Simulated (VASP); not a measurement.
# Cd4Se3S (P-4m2) in VASP: single point with PBE

Aim: the single point of Cd4Se3S with PBE.

Everything below comes from runs of VASP 6.6.1. Logs are shortened: lines on timing, memory, paths and dates and some standing lists are left out, and cuts for length are marked.

## 1. The cell of the first run

Symmetry: P-4m2, No. 115, tetragonal system. The conventional cell has a = 4.337 Å, b = 4.337 Å, c = 12.233 Å, α = 90.00°, β = 90.00°, γ = 90.00°. Cd (site symmetry 2mm) has 2 S at 2.59 Å and 2 Se at 2.67 Å within 3.4 Å. Within 3.5 Å of Cd (site symmetry 2mm) lie 4 Se at 2.68 Å. Se (site symmetry 2mm) has 4 Cd at 2.67 to 2.68 Å within 3.5 Å. Se (site symmetry -4m2) has 4 Cd at 2.68 Å within 3.5 Å. S (site symmetry -4m2) has 4 Cd at 2.59 Å within 3.4 Å.

## 2. Single point, PBE

INCAR

```
SYSTEM = Cd4Se3S
ALGO = Normal ; EDIFF = 1E-6
ENCUT = 520 ; GGA = PE
ISIF = 2 ; ISMEAR = 0
LASPH = .TRUE. ; LCHARG = .FALSE.
LREAL = .FALSE. ; LWAVE = .FALSE.
NBANDS = 46 ; NELM = 80
PREC = Accurate ; SIGMA = 0.1
```

KPOINTS

```
k-points
0
G
  4 4 2
  0 0 0
```

POSCAR

```
Cd4Se3S
1.0
    4.3365107000      0.0000000000      0.0000000000
    0.0000000000      4.3365107000      0.0000000000
    0.0000000000      0.0000000000     12.2326173000
Cd Se S
4 3 1
Direct
    0.5000000000      0.0000000000      0.8843510000
    0.0000000000      0.5000000000      0.1156490000
    0.5000000000      0.0000000000      0.3716570000
    0.0000000000      0.5000000000      0.6283430000
    0.5000000000      0.5000000000      0.2435710000
    0.0000000000      0.0000000000      0.5000000000
    0.5000000000      0.5000000000      0.7564290000
    0.0000000000      0.0000000000      0.0000000000
```

Potentials or basis: VASP PAW PBE potentials, release 64 (Cd, Se, S).

Started as:

```bash
cat potpaw_PBE.64/Cd/POTCAR potpaw_PBE.64/Se/POTCAR potpaw_PBE.64/S/POTCAR > POTCAR
mpirun -np 1 vasp_std > vasp.out
```

OUTCAR:

```text
SYSTEM = Cd4Se3S
   EDIFF = 1E-6
   ENCUT = 520
   GGA = PE
   ISIF = 2
   ISMEAR = 0
   LASPH = .TRUE.
   LREAL = .FALSE.
   NELM = 80
   PREC = Accurate

 ion  position               nearest neighbor table
   1  0.500  0.000  0.884-   8 2.59   8 2.59   7 2.67   7 2.67
   2  0.000  0.500  0.116-   8 2.59   8 2.59   5 2.67   5 2.67
   3  0.500  0.000  0.372-   5 2.68   5 2.68   6 2.68   6 2.68
   4  0.000  0.500  0.628-   7 2.68   7 2.68   6 2.68   6 2.68
   5  0.500  0.500  0.244-   2 2.67   2 2.67   3 2.68   3 2.68
   6  0.000  0.000  0.500-   3 2.68   4 2.68   4 2.68   3 2.68
   7  0.500  0.500  0.756-   1 2.67   1 2.67   4 2.68   4 2.68
   8  0.000  0.000  0.000-   1 2.59   2 2.59   2 2.59   1 2.59

  LATTYP: Found a simple tetragonal cell.
 ALAT       =     4.3365107000
 C/A-ratio  =     2.8208433338

  Lattice vectors:

 A1 = (   4.3365107000,   0.0000000000,   0.0000000000)
 A2 = (   0.0000000000,   4.3365107000,   0.0000000000)
 A3 = (   0.0000000000,   0.0000000000,  12.2326173000)

Analysis of symmetry for initial positions (statically):
=====================================================================
 Subroutine PRICEL returns:
 Original cell was already a primitive cell.

 Routine SETGRP: Setting up the symmetry group for a
 simple tetragonal supercell.

 Subroutine GETGRP returns: Found  8 space group operations
 (whereof  8 operations were pure point group operations)
 out of a pool of 16 trial point group operations.

The static configuration has the point symmetry D_2d.

Analysis of symmetry for dynamics (positions and initial velocities):
=====================================================================
 Subroutine PRICEL returns:
 Original cell was already a primitive cell.

 Routine SETGRP: Setting up the symmetry group for a
 simple tetragonal supercell.

 Subroutine GETGRP returns: Found  8 space group operations
 (whereof  8 operations were pure point group operations)
 out of a pool of 16 trial point group operations.

The dynamic configuration has the point symmetry D_2d.

 Subroutine INISYM returns: Found  8 space group operations
 (whereof  8 operations are pure point group operations),
 and found     1 'primitive' translations

----------------------------------------------------------------------------------------

                                     Primitive cell

  volume of cell :     230.0383

  direct lattice vectors                    reciprocal lattice vectors
     4.336510700  0.000000000  0.000000000     0.230600146  0.000000000  0.000000000
     0.000000000  4.336510700  0.000000000     0.000000000  0.230600146  0.000000000
     0.000000000  0.000000000 12.232617300     0.000000000  0.000000000  0.081748654

  length of vectors
     4.336510700  4.336510700 12.232617300     0.230600146  0.230600146  0.081748654

  position of ions in fractional coordinates (direct lattice)
     0.500000000  0.000000000  0.884351000
     0.000000000  0.500000000  0.115649000
     0.500000000  0.000000000  0.371657000
     0.000000000  0.500000000  0.628343000
     0.500000000  0.500000000  0.243571000
     0.000000000  0.000000000  0.500000000
     0.500000000  0.500000000  0.756429000
     0.000000000  0.000000000  0.000000000

  ion indices of the primitive-cell ions
   primitive index   ion index
                 1           1
                 2           2
                 3           3
                 4           4
                 5           5
                 6           6
                 7           7
                 8           8

----------------------------------------------------------------------------------------

 KPOINTS: k-points

Automatic generation of k-mesh.
 Grid dimensions read from file:
 generate k-points for:    4    4    2

 Generating k-lattice:

  Cartesian coordinates                     Fractional coordinates (reciprocal lattice)
     0.057650036  0.000000000  0.000000000     0.250000000  0.000000000  0.000000000
     0.000000000  0.057650036  0.000000000     0.000000000  0.250000000  0.000000000
     0.000000000  0.000000000  0.040874327     0.000000000  0.000000000  0.500000000

  Length of vectors
     0.057650036  0.057650036  0.040874327

  Shift w.r.t. Gamma in fractional coordinates (k-lattice)
     0.000000000  0.000000000  0.000000000

 Subroutine IBZKPT returns following result:
 ===========================================

 Found     12 irreducible k-points:

 Following reciprocal coordinates:
            Coordinates               Weight
  0.000000  0.000000  0.000000      1.000000
  0.250000  0.000000  0.000000      4.000000
  0.500000  0.000000  0.000000      2.000000
  0.250000  0.250000  0.000000      4.000000
  0.500000  0.250000  0.000000      4.000000
  0.500000  0.500000  0.000000      1.000000
  0.000000  0.000000  0.500000      1.000000
  0.250000  0.000000  0.500000      4.000000
  0.500000  0.000000  0.500000      2.000000
  0.250000  0.250000  0.500000      4.000000
  0.500000  0.250000  0.500000      4.000000
  0.500000  0.500000  0.500000      1.000000
   k-points           NKPTS =     12   k-points in BZ     NKDIM =     12   number of bands    NBANDS=     46
   number of dos      NEDOS =    301   number of ions     NIONS =      8
   total plane-waves  NPLWV =  98304
   dimension x,y,z NGX =    32 NGY =   32 NGZ =   96
   dimension x,y,z NGXF=    64 NGYF=   64 NGZF=  192
   ions per type =               4   3   1
   NGX,Y,Z   is equivalent  to a cutoff of  12.27, 12.27, 13.05 a.u.
   NGXF,Y,Z  is equivalent  to a cutoff of  24.54, 24.54, 26.09 a.u.
 SYSTEM =  Cd4Se3S
   PREC   = accura    normal or accurate (medium, high low for compatibility)
   ISTART =      0    job   : 0-new  1-cont  2-samecut
   ICHARG =      2    charge: 1-file 2-atom 10-const
   ISPIN  =      1    spin polarized calculation?
   LNONCOLLINEAR =      F non collinear calculations
   LSORBIT =      F    spin-orbit coupling
   LASPH  =      T    aspherical Exc in radial PAW
   ENCUT  =  520.0 eV  38.22 Ry    6.18 a.u.   8.06  8.06 22.74*2*pi/ulx,y,z
   NELM   =     80;   NELMIN=  2; NELMDL= -5     # of ELM steps
   EDIFF  = 0.1E-05   stopping-criterion for ELM
   LREAL  =      F    real-space projection
   EDIFFG = 0.1E-04   stopping-criterion for IOM
   NSW    =      0    number of steps for IOM
   IBRION =     -1    ionic relax: 0-MD 1-quasi-New 2-CG
   NFREE  =      0    steps in history (QN), initial steepest desc. (CG)
   ISIF   =      2    stress and relaxation
   ISYM   =      2    0-nonsym 1-usesym 2-fastsym
   POTIM  = 0.5000    time-step for ionic-motion
   TEBEG  =    0.0;   TEEND  =   0.0 temperature during run
   PSTRESS=    0.0 pullay stress
   NELECT =      72.0000    total number of electrons
   NUPDOWN=      -1.0000    fix difference up-down
   EMIN   =  10.00;   EMAX   =-10.00  energy-range for DOS
   EFERMI =   0.00;   METHOD = LEGACY
   ISMEAR =     0;   SIGMA  =   0.10  broadening in eV -4-tet -1-fermi 0-gaus
   EFERMI_NEDOS =   21; number of points for ismear=-14 and -15
   IALGO  =     38    algorithm
   IMIX   =      4    mixing-type and parameters
     AMIX     =   0.40;   BMIX     =  1.00
     AMIX_MAG =   1.60;   BMIX_MAG =  1.00
  volume/ion in A,a.u.               =      28.75       194.05
  Fermi-wavevector in a.u.,A,eV,Ry     =   1.111524  2.100476 16.809808  1.235486
  Thomas-Fermi vector in A             =   2.248088
   LORBIT       =      0    0 simple, 1 ext, 2 COOP (PROOUT), +10 PAW based schemes
   GGA     = PE    functional components
   LHFCALC =     F    Hartree Fock is set to
   AEXX    =    0.0000 exact exchange contribution
   IVDW    =     0    specifies the selected vdW correction
   LEPSILON=     F    determine dielectric tensor
   LRPA    =     F    only Hartree local field effects (RPA)
 non-spin polarized calculation
 Gauss-broadening in eV      SIGMA  =   0.10
  energy-cutoff  :      520.00
  volume of cell :      230.04
 maximum number of plane-waves:      6272
   NGX = 17   NGY = 17   NGZ = 45

 number of electron      71.9999971 magnetization

 Free energy of the ion-electron system (eV)
  ---------------------------------------------------
  ext. energy  EPLUGINS =         0.00000000
  ---------------------------------------------------
  free energy    TOTEN  =       -22.55511123 eV

  energy without entropy =      -22.55511024  energy(sigma->0) =      -22.55511073

 E-fermi :   0.9499     XC(G=0):  -8.7077

 val. band max:        0.6515009634   @ k =   0.0000   0.0000   0.0000
 cond. band min:       1.2363142669   @ k =   0.0000   0.0000   0.0000
 fundamental gap:      0.5848133035
 Fermi energy:         0.9499090229

 k-point     1 :       0.0000    0.0000    0.0000
  band No.  band energies     occupation
      1     -11.6223      2.00000
      2     -11.4143      2.00000
      3     -11.3799      2.00000
      4     -11.1676      2.00000
      5      -7.1110      2.00000
      6      -7.1110      2.00000
[... 38 lines left out ...]
     45       6.7033      0.00000
     46       6.7096      0.00000

 k-point     2 :       0.2500    0.0000    0.0000
  band No.  band energies     occupation
      1     -11.5008      2.00000
      2     -11.3562      2.00000
      3     -11.3231      2.00000
      4     -11.1757      2.00000
      5      -7.0803      2.00000
      6      -7.0539      2.00000
[... 38 lines left out ...]
     45       7.0371      0.00000
     46       7.1615      0.00000

 k-point     3 :       0.5000    0.0000    0.0000
  band No.  band energies     occupation
      1     -11.3007      2.00000
      2     -11.2973      2.00000
      3     -11.2931      2.00000
      4     -11.2322      2.00000
      5      -7.0416      2.00000
      6      -7.0253      2.00000
[... 430 lines left out ...]
     45       7.6323      0.00000
     46       7.7181      0.00000

 k-point    12 :       0.5000    0.5000    0.5000
  band No.  band energies     occupation
      1     -11.1898      2.00000
      2     -11.1894      2.00000
      3     -11.1839      2.00000
      4     -11.1267      2.00000
      5      -6.9463      2.00000
      6      -6.9463      2.00000
[... 38 lines left out ...]
     45       8.7355      0.00000
     46       8.7372      0.00000

------------------------ aborting loop because EDIFF is reached ----------------------------------------

  FORCE on cell =-STRESS in cart. coord.  units (eV):
  Direction    XX          YY          ZZ          XY          YZ          ZX
  --------------------------------------------------------------------------------------
  -------------------------------------------------------------------------------------
  Total        0.5376208      0.5376208      0.3451047      0.0000000      0.0000000      0.0000000
  in kB        3.7444362      3.7444362      2.4035945      0.0000000      0.0000000      0.0000000
  external PRESSURE =       3.2974889 kB  Pullay stress =       0.0000000 kB

 VOLUME and BASIS-vectors are now :
 -----------------------------------------------------------------------------
  energy-cutoff  :      520.00
  volume of cell :      230.04
      direct lattice vectors                 reciprocal lattice vectors
     4.336510700  0.000000000  0.000000000     0.230600146  0.000000000  0.000000000
     0.000000000  4.336510700  0.000000000     0.000000000  0.230600146  0.000000000
     0.000000000  0.000000000 12.232617300     0.000000000  0.000000000  0.081748654

 POSITION                                       TOTAL-FORCE (eV/Angst)
 -----------------------------------------------------------------------------------
      2.16826      0.00000     10.81793         0.000000      0.000000     -0.005803
      0.00000      2.16826      1.41469        -0.000000      0.000000      0.005803
      2.16826      0.00000      4.54634        -0.000000      0.000000      0.002342
      0.00000      2.16826      7.68628        -0.000000      0.000000     -0.002342
      2.16826      2.16826      2.97951        -0.000000     -0.000000     -0.001070
      0.00000      0.00000      6.11631        -0.000000      0.000000      0.000000
      2.16826      2.16826      9.25311        -0.000000     -0.000000      0.001070
      0.00000      0.00000      0.00000        -0.000000      0.000000      0.000000
 -----------------------------------------------------------------------------------
    total drift:                                0.000000      0.000000      0.000000

  FREE ENERGIE OF THE ION-ELECTRON SYSTEM (eV)
  ---------------------------------------------------
  free  energy   TOTEN  =       -22.5551112272 eV

  energy  without entropy=      -22.5551102407  energy(sigma->0) =      -22.55511073
```

It took 67 s on 1 thread of Intel Xeon 6975P-C (Granite Rapids), shared host; peak memory 0.35 GiB.

What came out:

| Property | Result |
| --- | --- |
| Free energy | -22.5551 eV |
| Pressure | 0.3 GPa |
| Largest force | 0.006 eV/Å |
| Band gap on the k mesh | 0.58 eV, direct |

Forces in eV/Å, atoms in the order of the input:
```
Cd   0.000  0.000 -0.006
Cd   0.000  0.000  0.006
Cd   0.000  0.000  0.002
Cd   0.000  0.000 -0.002
Se   0.000  0.000 -0.001
Se   0.000  0.000  0.000
Se   0.000  0.000  0.001
S    0.000  0.000  0.000
```

Levels at points of the mesh, in eV from the valence-band top:
```tsv
k point	band 32	band 33	band 34	band 35	band 36	band 37	band 38	band 39	band 40	band 41
(0.00, 0.00, 0.00)	-0.84	-0.84	-0.04	0.00	0.00	0.58	3.18	3.21	3.31	3.77
(0.50, 0.00, 0.00)	-0.72	-0.69	-0.60	-0.59	-0.58	2.38	2.48	3.65	3.72	5.72
(0.50, 0.50, 0.00)	-2.01	-1.74	-1.70	-1.70	-1.64	3.20	3.39	3.80	3.80	4.86
(0.00, 0.00, 0.50)	-1.19	-0.40	-0.40	-0.21	-0.21	1.84	1.91	3.47	3.53	3.74
(0.50, 0.00, 0.50)	-1.24	-1.11	-0.59	-0.59	-0.59	2.96	3.01	3.02	3.15	5.84
(0.50, 0.50, 0.50)	-1.87	-1.85	-1.85	-1.81	-1.80	3.89	3.93	3.97	4.17	4.18
```
